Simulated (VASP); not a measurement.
The system is GaP.

```
Ga P
1.0
     0.00000    2.77870    2.77870
     2.77870    0.00000    2.77870
     2.77870    2.77870    0.00000
Ga P
1 1
Cartesian
  0.0000 0.0000 0.0000
  4.1680 4.1680 4.1680
```

Base run:

```yaml
Program: VASP 6.6.1
Functional: revPBE
Potentials_or_basis: VASP PAW PBE potentials, release 64 (Ga_d, P)
Cutoff: 520 eV
k_mesh: 8 × 8 × 8
Occupations: fermi-dirac, width 0.05 eV
Spin: no spin polarisation
```

Its results: band gap on the k mesh 1.45 eV; pressure -0.7 GPa.

Q: After a change of settings the same cell gave: band gap on the k mesh 1.84 eV; pressure -5.5 GPa. Which change was it?
A. functional from revPBE to BLYP; dispersion from none to D3(BJ)
B. functional from revPBE to r2SCAN; dispersion from none to D4
C. functional from revPBE to b88 exchange, pbe correlation; cutoff from 520 eV to 500 eV

A: B.

Caveats: the PAW data sets were made with another functional, which shifts forces and pressure a little; the cell stands under tension (at least some runs).
